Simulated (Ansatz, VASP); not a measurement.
# One calculation of HfSiO4, two programs

```
Hf Si O
1.0
    -3.19210    3.19210    2.89620
     3.19210   -3.19210    2.89620
     3.19210    3.19210   -2.89620
Hf Si O
2 2 8
Direct
  0.00000 0.00000 0.00000
  0.75000 0.25000 0.50000
  0.25000 0.75000 0.50000
  0.50000 0.50000 0.00000
  0.13311 0.32045 0.81265
  0.07045 0.75780 0.68735
  0.07045 0.38311 0.31265
  0.50780 0.32045 0.18735
  0.67955 0.49220 0.81265
  0.61689 0.92955 0.68735
  0.24220 0.92955 0.31265
  0.67955 0.86689 0.18735
```

Change from the starting cell: hydrostatic strain -3.0%.

Alike in both runs: task single point; functional r2SCAN; k mesh 6 × 6 × 6; no spin polarisation.

|  | VASP | Ansatz |
| --- | --- | --- |
| version | VASP 6.6.1 | Ansatz 0.2.0 |
| potentials or method | VASP PAW PBE potentials, release 64 (Hf_pv, Si, O) | plane waves, PAW |
| plane-wave cutoff (eV) | 520 | 500 |
| occupations | gaussian, width 0.01 eV | fixed |
| valence electrons in the cell | 76 | 108 |

|  | VASP | Ansatz | Ansatz less VASP |
| --- | --- | --- | --- |
| gap on the k mesh at the Fermi level (eV) | 6.47 | 6.52 | +0.050 |
| pressure (GPa) | 24.6 | 26.7 | +2.14 |
| traceless stress, the component that is largest in VASP (GPa) | 2.89 | 2.40 | -0.487 |
| rms of the force components (eV/Å) | 0.113 | 0.001 | -0.1112 |

VASP's potentials were made for PBE, not for r2SCAN. Atom by atom the forces differ by 0.114 eV/Å (rms over components). VASP's potentials hold 76 valence electrons a cell and Ansatz's 108, so a difference there can come from the potentials and not from the codes.

Spin-orbit coupling is off throughout.
